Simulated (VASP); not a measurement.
Set up this calculation in VASP 6.6.1, as the native input.

* Task: single point
* Functional: PBE
* Potentials or basis: VASP PAW PBE potentials, release 64 (Ge_d, Be)
* Cutoff: 520 eV
* k mesh: 6 × 6 × 6
* Occupations: fermi-dirac, width 0.02 eV
* Spin: no spin polarisation
* Dipole correction: no
* Further INCAR settings: ALGO = Normal; EDIFF = 1e-06; NBANDS = 16

The structure of Be2Ge lies in POSCAR:

```
Be2Ge
1.0
    0.0000000000      2.6783040144      2.6783040144
    2.6783040144      0.0000000000      2.6783040144
    2.6783040144      2.6783040144      0.0000000000
Ge Be
1 2
Direct
    0.0000000000      0.0000000000      0.0000000000
    0.2500000000      0.2500000000      0.2500000000
    0.7500000000      0.7500000000      0.7500000000
```

These files were run (other wordings do the same):

INCAR

```
SYSTEM = Be2Ge
ALGO = Normal ; EDIFF = 1E-6
ENCUT = 520 ; GGA = PE
ISIF = 2 ; ISMEAR = -1
LASPH = .True. ; LCHARG = .False.
LREAL = .False. ; LWAVE = .False.
NBANDS = 16 ; NELM = 60
PREC = Accurate ; SIGMA = 0.02
```

KPOINTS

```
k-points
0
Gamma
  6 6 6
  0 0 0
```

Potentials or basis: VASP PAW PBE potentials, release 64 (Ge_d, Be).

Run with:

```bash
$ cat potpaw_PBE.64/Ge_d/POTCAR potpaw_PBE.64/Be/POTCAR > POTCAR
$ mpirun -np 1 vasp_std > vasp.out
```

It gave:

```json
{
  "Pressure": "0.8 GPa",
  "Band gap on the k mesh": "zero (band 9 reaches 7.12 eV, above the bottom of band 10 at 6.52 eV)"
}
```

Wall time 6 s on 1 thread of AMD EPYC 9R45 (Zen 5), with other jobs on the host, peak memory 0.12 GiB.
